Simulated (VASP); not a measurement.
# MgAsPt5 (P4/mmm) in VASP: a series of runs

Runs on MgAsPt5. Level: LDA. Tasks: single point.

Program: VASP 6.6.1. These are calculated values, not measurements. Logs are shortened: lines on timing, memory, paths and dates and some standing lists are left out, and cuts for length are marked.

## 1. The cell of the first run

The structure is tetragonal, space group P4/mmm (No. 123). Conventional cell: a = 3.950 Å, b = 3.950 Å, c = 7.127 Å, α = 90.00°, β = 90.00°, γ = 90.00°. Mg (site symmetry 4/mmm) has 12 Pt at 2.79 to 2.80 Å within 3.7 Å. Within 3.3 Å of As (site symmetry 4/mmm) lie 8 Pt at 2.53 Å. Within 3.7 Å of Pt (site symmetry 4/mmm) lie 4 Mg at 2.79 Å and 8 Pt at 2.80 Å and 2 As at 3.56 Å. Pt (site symmetry 2mm) has 2 As at 2.53 Å and 7 Pt at 2.79 to 3.15 Å and 2 Mg at 2.80 Å within 3.3 Å.

## 2. Single point, LDA

INCAR reads:

```
SYSTEM = MgAsPt5
PREC = Accurate ; ENCUT = 520
EDIFF = 1E-7 ; ISMEAR = 0
SIGMA = 0.05 ; LREAL = .False.
LASPH = .True. ; NELM = 60
ALGO = Normal ; ISIF = 2
LWAVE = .False. ; LCHARG = .False.
GGA = CA ; NBANDS = 38
```

KPOINTS reads:

```
Automatic mesh
0
Gamma
  6 6 4
  0 0 0
```

POSCAR reads:

```
MgAsPt5
1.0
    3.9499090000      0.0000000000      0.0000000000
    0.0000000000      3.9499090000      0.0000000000
    0.0000000000      0.0000000000      7.1274170000
Mg As Pt
1 1 5
Direct
    0.0000000000      0.0000000000      0.0000000000
    0.5000000000      0.5000000000      0.5000000000
    0.5000000000      0.5000000000      0.0000000000
    0.0000000000      0.5000000000      0.2790950000
    0.5000000000      0.0000000000      0.2790950000
    0.0000000000      0.5000000000      0.7209050000
    0.5000000000      0.0000000000      0.7209050000
```

Potentials or basis: VASP PAW LDA potentials, release 64 (Mg, As, Pt).

The run is started by

```console
$ cat potpaw_LDA.64/Mg/POTCAR potpaw_LDA.64/As/POTCAR potpaw_LDA.64/Pt/POTCAR > POTCAR
$ mpirun -np 1 vasp_std > vasp.out
```

OUTCAR:

```text
SYSTEM = MgAsPt5
   PREC = Accurate
   ENCUT = 520
   EDIFF = 1E-7
   ISMEAR = 0
   LREAL = .False.
   LASPH = .True.
   NELM = 60
   ISIF = 2
   GGA = CA

 ion  position               nearest neighbor table
   1  0.000  0.000  0.000-   3 2.79   3 2.79   3 2.79   3 2.79   7 2.80   4 2.80   4 2.80   6 2.80
                             5 2.80   5 2.80   7 2.80   6 2.80
   2  0.500  0.500  0.500-   4 2.53   5 2.53   6 2.53   7 2.53   5 2.53   7 2.53   4 2.53   6 2.53

   3  0.500  0.500  0.000-   1 2.79   1 2.79   1 2.79   1 2.79   7 2.80   4 2.80   5 2.80   7 2.80
                             5 2.80   4 2.80   6 2.80   6 2.80
   4  0.000  0.500  0.279-   2 2.53   2 2.53   5 2.79   5 2.79   5 2.79   5 2.79   1 2.80   3 2.80
                             1 2.80   3 2.80   6 3.15
   5  0.500  0.000  0.279-   2 2.53   2 2.53   4 2.79   4 2.79   4 2.79   4 2.79   1 2.80   1 2.80
                             3 2.80   3 2.80   7 3.15
   6  0.000  0.500  0.721-   2 2.53   2 2.53   7 2.79   7 2.79   7 2.79   7 2.79   1 2.80   3 2.80
                             1 2.80   3 2.80   4 3.15
   7  0.500  0.000  0.721-   2 2.53   2 2.53   6 2.79   6 2.79   6 2.79   6 2.79   1 2.80   1 2.80
                             3 2.80   3 2.80   5 3.15

  LATTYP: Found a simple tetragonal cell.
 ALAT       =     3.9499090000
 C/A-ratio  =     1.8044509380

  Lattice vectors:

 A1 = (   3.9499090000,   0.0000000000,   0.0000000000)
 A2 = (   0.0000000000,   3.9499090000,   0.0000000000)
 A3 = (   0.0000000000,   0.0000000000,   7.1274170000)

Analysis of symmetry for initial positions (statically):
=====================================================================
 Subroutine PRICEL returns:
 Original cell was already a primitive cell.

 Routine SETGRP: Setting up the symmetry group for a
 simple tetragonal supercell.

 Subroutine GETGRP returns: Found 16 space group operations
 (whereof 16 operations were pure point group operations)
 out of a pool of 16 trial point group operations.

The static configuration has the point symmetry D_4h.

Analysis of symmetry for dynamics (positions and initial velocities):
=====================================================================
 Subroutine PRICEL returns:
 Original cell was already a primitive cell.

 Routine SETGRP: Setting up the symmetry group for a
 simple tetragonal supercell.

 Subroutine GETGRP returns: Found 16 space group operations
 (whereof 16 operations were pure point group operations)
 out of a pool of 16 trial point group operations.

The dynamic configuration has the point symmetry D_4h.

 Subroutine INISYM returns: Found 16 space group operations
 (whereof 16 operations are pure point group operations),
 and found     1 'primitive' translations

----------------------------------------------------------------------------------------

                                     Primitive cell

  volume of cell :     111.2004

  direct lattice vectors                    reciprocal lattice vectors
     3.949909000  0.000000000  0.000000000     0.253170389  0.000000000  0.000000000
     0.000000000  3.949909000  0.000000000     0.000000000  0.253170389  0.000000000
     0.000000000  0.000000000  7.127417000     0.000000000  0.000000000  0.140303282

  length of vectors
     3.949909000  3.949909000  7.127417000     0.253170389  0.253170389  0.140303282

  position of ions in fractional coordinates (direct lattice)
     0.000000000  0.000000000  0.000000000
     0.500000000  0.500000000  0.500000000
     0.500000000  0.500000000  0.000000000
     0.000000000  0.500000000  0.279095000
     0.500000000  0.000000000  0.279095000
     0.000000000  0.500000000  0.720905000
     0.500000000  0.000000000  0.720905000

  ion indices of the primitive-cell ions
   primitive index   ion index
                 1           1
                 2           2
                 3           3
                 4           4
                 5           5
                 6           6
                 7           7

----------------------------------------------------------------------------------------

 KPOINTS: Automatic mesh

Automatic generation of k-mesh.
 Grid dimensions read from file:
 generate k-points for:    6    6    4

 Generating k-lattice:

  Cartesian coordinates                     Fractional coordinates (reciprocal lattice)
     0.042195065  0.000000000  0.000000000     0.166666667  0.000000000  0.000000000
     0.000000000  0.042195065  0.000000000     0.000000000  0.166666667  0.000000000
     0.000000000  0.000000000  0.035075821     0.000000000  0.000000000  0.250000000

  Length of vectors
     0.042195065  0.042195065  0.035075821

  Shift w.r.t. Gamma in fractional coordinates (k-lattice)
     0.000000000  0.000000000  0.000000000

 Subroutine IBZKPT returns following result:
 ===========================================

 Found     30 irreducible k-points:

 Following reciprocal coordinates:
            Coordinates               Weight
  0.000000  0.000000  0.000000      1.000000
  0.166667  0.000000  0.000000      4.000000
  0.333333  0.000000  0.000000      4.000000
  0.500000  0.000000  0.000000      2.000000
  0.166667  0.166667  0.000000      4.000000
  0.333333  0.166667  0.000000      8.000000
[... 16 lines left out ...]
  0.333333  0.000000  0.500000      4.000000
  0.500000  0.000000  0.500000      2.000000
 [... further k-points ...]
   k-points           NKPTS =     30   k-points in BZ     NKDIM =     30   number of bands    NBANDS=     38
   number of dos      NEDOS =    301   number of ions     NIONS =      7
   total plane-waves  NPLWV =  48600
   dimension x,y,z NGX =    30 NGY =   30 NGZ =   54
   dimension x,y,z NGXF=    60 NGYF=   60 NGZF=  108
   ions per type =               1   1   5
   NGX,Y,Z   is equivalent  to a cutoff of  12.63, 12.63, 12.60 a.u.
   NGXF,Y,Z  is equivalent  to a cutoff of  25.25, 25.25, 25.19 a.u.
 SYSTEM =  MgAsPt5
   PREC   = accura    normal or accurate (medium, high low for compatibility)
   ISTART =      0    job   : 0-new  1-cont  2-samecut
   ICHARG =      2    charge: 1-file 2-atom 10-const
   ISPIN  =      1    spin polarized calculation?
   LNONCOLLINEAR =      F non collinear calculations
   LSORBIT =      F    spin-orbit coupling
   LASPH  =      T    aspherical Exc in radial PAW
   ENCUT  =  520.0 eV  38.22 Ry    6.18 a.u.   7.34  7.34 13.25*2*pi/ulx,y,z
   NELM   =     60;   NELMIN=  2; NELMDL= -5     # of ELM steps
   EDIFF  = 0.1E-06   stopping-criterion for ELM
   LREAL  =      F    real-space projection
   EDIFFG = 0.1E-05   stopping-criterion for IOM
   NSW    =      0    number of steps for IOM
   IBRION =     -1    ionic relax: 0-MD 1-quasi-New 2-CG
   NFREE  =      0    steps in history (QN), initial steepest desc. (CG)
   ISIF   =      2    stress and relaxation
   ISYM   =      2    0-nonsym 1-usesym 2-fastsym
   POTIM  = 0.5000    time-step for ionic-motion
   TEBEG  =    0.0;   TEEND  =   0.0 temperature during run
   PSTRESS=    0.0 pullay stress
   NELECT =      57.0000    total number of electrons
   NUPDOWN=      -1.0000    fix difference up-down
   EMIN   =  10.00;   EMAX   =-10.00  energy-range for DOS
   EFERMI =   0.00;   METHOD = LEGACY
   ISMEAR =     0;   SIGMA  =   0.05  broadening in eV -4-tet -1-fermi 0-gaus
   EFERMI_NEDOS =   21; number of points for ismear=-14 and -15
   IALGO  =     38    algorithm
   IMIX   =      4    mixing-type and parameters
     AMIX     =   0.40;   BMIX     =  1.00
     AMIX_MAG =   1.60;   BMIX_MAG =  1.00
  volume/ion in A,a.u.               =      15.89       107.20
  Fermi-wavevector in a.u.,A,eV,Ry     =   1.310180  2.475881 23.355379  1.716572
  Thomas-Fermi vector in A             =   2.440728
   LORBIT       =      0    0 simple, 1 ext, 2 COOP (PROOUT), +10 PAW based schemes
   GGA     = CA    functional components
   LHFCALC =     F    Hartree Fock is set to
   AEXX    =    0.0000 exact exchange contribution
   IVDW    =     0    specifies the selected vdW correction
   LEPSILON=     F    determine dielectric tensor
   LRPA    =     F    only Hartree local field effects (RPA)
 non-spin polarized calculation
 Gauss-broadening in eV      SIGMA  =   0.05
  energy-cutoff  :      520.00
  volume of cell :      111.20
 maximum number of plane-waves:      3058
 NGX is ok and might be reduce to    30
   NGX = 15   NGY = 15   NGZ = 27

 number of electron      57.0000012 magnetization

 Free energy of the ion-electron system (eV)
  ---------------------------------------------------
  ext. energy  EPLUGINS =         0.00000000
  ---------------------------------------------------
  free energy    TOTEN  =       -48.19874558 eV

  energy without entropy =      -48.19417730  energy(sigma->0) =      -48.19646144

 E-fermi :   8.8014     XC(G=0): -12.5568

 val. band max:        8.7961415489   @ k =   0.1667   0.1667   0.2500
 cond. band min:       8.8163417846   @ k =   0.0000   0.0000   0.0000
 fundamental gap:      0.0202002357
 Fermi energy:         8.8013540050

 k-point     1 :       0.0000    0.0000    0.0000
  band No.  band energies     occupation
      1      -4.5685      2.00000
      2       0.3861      2.00000
      3       1.4824      2.00000
      4       2.9746      2.00000
      5       2.9746      2.00000
      6       2.9957      2.00000
[... 30 lines left out ...]
     37      15.1982      0.00000
     38      16.0596      0.00000

 k-point     2 :       0.1667    0.0000    0.0000
  band No.  band energies     occupation
      1      -4.4227      2.00000
      2       0.6897      2.00000
      3       1.4772      2.00000
      4       2.8825      2.00000
      5       2.9932      2.00000
      6       3.2683      2.00000
[... 30 lines left out ...]
     37      15.5383      0.00000
     38      16.5206      0.00000

 k-point     3 :       0.3333    0.0000    0.0000
  band No.  band energies     occupation
      1      -4.1089      2.00000
      2       1.4886      2.00000
      3       1.5627      2.00000
      4       2.9803      2.00000
      5       3.1372      2.00000
      6       3.3718      2.00000
[... 30 lines left out ...]
     37      16.6805      0.00000
[... 781 lines left out ...]
 k-point    23 :       0.3333    0.0000    0.5000
  band No.  band energies     occupation
      1      -4.0744      2.00000
      2       0.8191      2.00000
      3       2.1855      2.00000
      4       2.8839      2.00000
      5       3.0091      2.00000
      6       3.9937      2.00000
[... 30 lines left out ...]
     37      16.5818      0.00000
     38      17.0223      0.00000

 k-point    24 :       0.5000    0.0000    0.5000
  band No.  band energies     occupation
      1      -3.9151      2.00000
      2       1.4931      2.00000
      3       1.8918      2.00000
      4       3.1203      2.00000
      5       3.2908      2.00000
      6       3.6057      2.00000
[... 30 lines left out ...]
     37      16.6574      0.00000
     38      16.9352      0.00000

 [... further k-points ...]
[... 5 lines left out ...]
  --------------------------------------------------------------------------------------
  -------------------------------------------------------------------------------------
  Total       -4.9292773     -4.9292773     -4.9033670      0.0000000      0.0000000      0.0000000
  in kB      -71.0211144    -71.0211144    -70.6477978      0.0000000      0.0000000      0.0000000
  external PRESSURE =     -70.8966756 kB  Pullay stress =       0.0000000 kB

 VOLUME and BASIS-vectors are now :
 -----------------------------------------------------------------------------
  energy-cutoff  :      520.00
  volume of cell :      111.20
      direct lattice vectors                 reciprocal lattice vectors
     3.949909000  0.000000000  0.000000000     0.253170389  0.000000000  0.000000000
     0.000000000  3.949909000  0.000000000     0.000000000  0.253170389  0.000000000
     0.000000000  0.000000000  7.127417000     0.000000000  0.000000000  0.140303282

 POSITION                                       TOTAL-FORCE (eV/Angst)
 -----------------------------------------------------------------------------------
      0.00000      0.00000      0.00000        -0.000000      0.000000      0.000000
      1.97495      1.97495      3.56371        -0.000000      0.000000      0.000000
      1.97495      1.97495      0.00000        -0.000000      0.000000      0.000000
      0.00000      1.97495      1.98923         0.000000      0.000000     -0.066786
      1.97495      0.00000      1.98923        -0.000000     -0.000000     -0.066786
      0.00000      1.97495      5.13819        -0.000000     -0.000000      0.066786
      1.97495      0.00000      5.13819        -0.000000      0.000000      0.066786
 -----------------------------------------------------------------------------------
    total drift:                                0.000000      0.000000     -0.000000

  FREE ENERGIE OF THE ION-ELECTRON SYSTEM (eV)
  ---------------------------------------------------
  free  energy   TOTEN  =       -48.1987455790 eV

  energy  without entropy=      -48.1941772985  energy(sigma->0) =      -48.19646144
```

Run time: 79 s. Hardware: 1 thread of AMD EPYC 7R13 (Zen 3), shared host; peak memory 0.22 GiB.

Results:

```yaml
Free_energy: -48.1987 eV
Pressure: -7.1 GPa
Largest_force: 0.067 eV/Å
Band_gap_on_the_k_mesh: zero (an odd number of electrons rules out a gap without spin polarisation)
```

Forces in eV/Å, atoms in the order of the input:
```
Mg   0.000  0.000  0.000
As   0.000  0.000  0.000
Pt   0.000  0.000  0.000
Pt   0.000  0.000 -0.067
Pt   0.000  0.000 -0.067
Pt   0.000  0.000  0.067
Pt   0.000  0.000  0.067
```

Levels at points of the mesh, in eV from the Fermi level:
```csv
k point,band 25,band 26,band 27,band 28,band 29,band 30,band 31,band 32,band 33,band 34
"(0.00, 0.00, 0.00)",-0.72,-0.71,0.01,0.01,0.58,0.60,1.76,2.99,5.22,5.83
"(0.50, 0.00, 0.00)",-1.57,-1.43,-1.24,-0.33,-0.03,0.73,1.01,2.48,3.44,4.92
"(0.50, 0.50, 0.00)",-1.15,-0.97,-0.79,-0.15,-0.15,0.12,1.09,1.68,1.68,2.73
"(0.00, 0.00, 0.50)",-0.75,0.05,0.17,0.58,0.60,2.57,2.57,3.14,3.14,3.80
"(0.50, 0.00, 0.50)",-1.65,-1.40,-1.23,-1.06,-0.45,1.07,2.88,3.53,4.31,4.50
"(0.50, 0.50, 0.50)",-1.29,-1.05,-0.57,-0.45,1.12,1.12,1.13,1.62,1.62,4.68
```

Caveat: the cell stands under tension; spin-orbit coupling is left out, which moves the levels of the heavy elements.

## 3. Single point, LDA

INCAR reads:

```
SYSTEM = MgAsPt5
  ALGO = Normal
  EDIFF = 1E-6
  ENCUT = 520
  ISIF = 2
  ISMEAR = 0
  LASPH = .True.
  LCHARG = .True.
  LELF = .True.
  LREAL = .False.
  LVHAR = .True.
  LWAVE = .False.
  NBANDS = 38
  NELM = 80
  PREC = Accurate
  SIGMA = 0.05
```

KPOINTS reads:

```
k-points
0
Gamma
  6 6 4
  0 0 0
```

POSCAR is that of step 2.

Potentials or basis: VASP PAW LDA potentials, release 64 (Mg, As, Pt).

The run is started by

```console
$ cat potpaw_LDA.64/Mg/POTCAR potpaw_LDA.64/As/POTCAR potpaw_LDA.64/Pt/POTCAR > POTCAR
$ mpirun -np 1 vasp_std > vasp.out
```

It took 74 s on 1 thread of AMD EPYC 7R13 (Zen 3), shared host; peak memory 0.22 GiB.

It converged, with:

```yaml
Free_energy: -48.1987 eV
Pressure: -7.1 GPa
Largest_force: 0.067 eV/Å
Band_gap_on_the_k_mesh: zero (an odd number of electrons rules out a gap without spin polarisation)
```

Forces on the atoms (eV/Å):
```
Mg   0.000  0.000  0.000
As   0.000  0.000  0.000
Pt   0.000  0.000  0.000
Pt   0.000  0.000 -0.067
Pt   0.000  0.000 -0.067
Pt   0.000  0.000  0.067
Pt   0.000  0.000  0.067
```

Levels at points of the mesh, in eV from the Fermi level:
```tsv
k point	band 26	band 27	band 28	band 29	band 30	band 31	band 32	band 33
(0.00, 0.00, 0.00)	-0.71	0.01	0.01	0.58	0.60	1.76	2.99	5.22
(0.50, 0.00, 0.00)	-1.43	-1.24	-0.33	-0.03	0.73	1.01	2.48	3.44
(0.50, 0.50, 0.00)	-0.97	-0.79	-0.15	-0.15	0.12	1.08	1.68	1.68
(0.00, 0.00, 0.50)	0.05	0.17	0.58	0.60	2.57	2.57	3.14	3.14
(0.50, 0.00, 0.50)	-1.40	-1.23	-1.06	-0.45	1.07	2.88	3.53	4.31
(0.50, 0.50, 0.50)	-1.05	-0.57	-0.45	1.12	1.12	1.13	1.62	1.62
```

Caveat: the cell stands under tension; spin-orbit coupling is left out, which moves the levels of the heavy elements.
